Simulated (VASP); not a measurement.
Wanted: the native input for a VASP 6.6.1 run.

```
Task                   : single point
Functional             : PBEsol
Potentials or basis    : VASP PAW PBE potentials, release 64 (Cs_sv, Pb_d, Cl)
Cutoff                 : 520 eV
k mesh                 : 6 × 6 × 6
Occupations            : gaussian, width 0.05 eV
Spin                   : no spin polarisation
Dipole correction      : no
Further INCAR settings : ALGO = Normal; EDIFF = 1e-06; NBANDS = 30
```

The structure of CsPbCl3 lies in POSCAR:

```
CsPbCl3
1.0
    5.6050000000      0.0000000000      0.0000000000
    0.0000000000      5.6050000000      0.0000000000
    0.0000000000      0.0000000000      5.4648750000
Cs Pb Cl
1 1 3
Direct
    0.0000000000      0.0000000000      0.0000000000
    0.5000000000      0.5000000000      0.5000000000
    0.0000000000      0.5000000000      0.5000000000
    0.5000000000      0.0000000000      0.5000000000
    0.5000000000      0.5000000000      0.0000000000
```

This cell differs from its parent crystal: strain +0.000 along x and y, -0.025 along z.

The input as run:

INCAR

```
SYSTEM = CsPbCl3
ALGO     = Normal         ! electronic algorithm
EDIFF    = 1E-6           ! SCF threshold, eV
ENCUT    = 520            ! plane-wave cutoff, eV
GGA      = PS             ! functional
ISIF     = 2              ! what is computed and relaxed
ISMEAR   = 0              ! smearing method
LASPH    = .TRUE.         ! aspherical terms in the spheres
LCHARG   = .FALSE.        ! write CHGCAR
LREAL    = .FALSE.        ! projectors in reciprocal space
LWAVE    = .FALSE.        ! write WAVECAR
NBANDS   = 30             ! bands
NELM     = 100            ! most SCF steps
PREC     = Accurate       ! precision mode
SIGMA    = 0.05           ! smearing width, eV
```

KPOINTS

```
k-points
0
G
  6 6 6
  0 0 0
```

Potentials or basis: VASP PAW PBE potentials, release 64 (Cs_sv, Pb_d, Cl).

The run is started by

```sh
$ cat potpaw_PBE.64/Cs_sv/POTCAR potpaw_PBE.64/Pb_d/POTCAR potpaw_PBE.64/Cl/POTCAR > POTCAR
$ mpirun -np 1 vasp_std > vasp.out
```

It gave:

```json
{"Pressure": "0.9 GPa", "Band gap on the k mesh": "1.61 eV"}
```

Caveat: the cell differs from its parent crystal (strain +0.000 along x and y, -0.025 along z); the PAW data sets were made with another functional, which shifts forces and pressure a little; spin-orbit coupling is left out, which moves the levels of the heavy elements.

Run time: 2.3 min on 1 thread of Intel(R) Xeon(R) 6975P-C (Granite Rapids), on a shared host, peak memory 0.36 GiB.
